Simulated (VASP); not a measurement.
A run of VASP 6.6.1:

The input INCAR:

```
ALGO = Normal
EDIFF = 1E-6
ENCUT = 520
GGA = PS
ISIF = 2
ISMEAR = 0
IVDW = 12
LASPH = T
LCHARG = F
LREAL = F
LWAVE = F
NBANDS = 14
NELM = 100
PREC = Accurate
SIGMA = 0.15
```

File KPOINTS:

```
k-points
0
Gamma
  18 18 6
```

Contents of POSCAR:

```
Al
1.0
    2.9968000000      0.0000000000      0.0000000000
   -1.4984000000      2.5953049301      0.0000000000
    0.0000000000      0.0000000000      8.5302000000
Al
4
Direct
    0.0000000000      0.0000000000      0.0000000000
    0.3333333333      0.6666666667      0.2500000000
    0.0000000000      0.0000000000      0.5000000000
    0.6666666667      0.3333333333      0.7500000000
```

Potentials or basis: VASP PAW PBE potentials, release 64 (Al).

Run with:

```sh
$ cat potpaw_PBE.64/Al/POTCAR > POTCAR
$ mpirun -np 1 vasp_std > vasp.out
```

Hardware: 1 thread of Intel(R) Xeon(R) 6975P-C (Granite Rapids), on a shared host.

**Question.** Estimate the wall time of this run.

**Answer.** Wall time 27 s on 1 thread of Intel(R) Xeon(R) 6975P-C (Granite Rapids) (shared host), peak memory 0.25 GiB. Counts: scf iterations 10, k points 148.
